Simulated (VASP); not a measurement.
Write the native input for VASP 6.6.1 that does the following.

```
Task                   : single point
Functional             : PBEsol
Potentials or basis    : VASP PAW PBE potentials, release 64 (Al, N)
Cutoff                 : 520 eV
k mesh                 : 12 × 12 × 8
Occupations            : gaussian, width 0.05 eV
Spin                   : no spin polarisation
Dipole correction      : no
Further INCAR settings : ALGO = Normal; EDIFF = 1e-06; NBANDS = 16
```

The structure of AlN lies in POSCAR:

```
AlN
1.0
    3.1138207702      0.0000000000      0.0000000000
   -1.5569103851      2.6966478898      0.0000000000
    0.0000000000      0.0000000000      4.9835885532
Al N
2 2
Direct
    0.3333333333      0.6666666667      0.0015085243
    0.6666666667      0.3333333333      0.5015085243
    0.3333333333      0.6666666667      0.3834914757
    0.6666666667      0.3333333333      0.8834914757
```

One way to write it, as run:

INCAR

```
PREC = Accurate
ENCUT = 520
EDIFF = 1E-6
ISMEAR = 0
SIGMA = 0.05
LREAL = F
LASPH = T
NELM = 60
ALGO = Normal
ISIF = 2
LWAVE = F
LCHARG = F
GGA = PS
NBANDS = 16
```

KPOINTS

```
regular mesh
0
Gamma
  12 12 8
```

Potentials or basis: VASP PAW PBE potentials, release 64 (Al, N).

Run with:

```sh
$ cat potpaw_PBE.64/Al/POTCAR potpaw_PBE.64/N/POTCAR > POTCAR
$ mpirun -np 1 vasp_std > vasp.out
```

It gave:

```json
{
  "Pressure": "-0.1 GPa",
  "Band gap on the k mesh": "4.11 eV"
}
```

Caveat: the PAW data sets were made with another functional, which shifts forces and pressure a little.

Run time: 26 s on 1 thread of Intel(R) Xeon(R) 6975P-C (Granite Rapids), with other jobs on the host, peak memory 0.19 GiB.
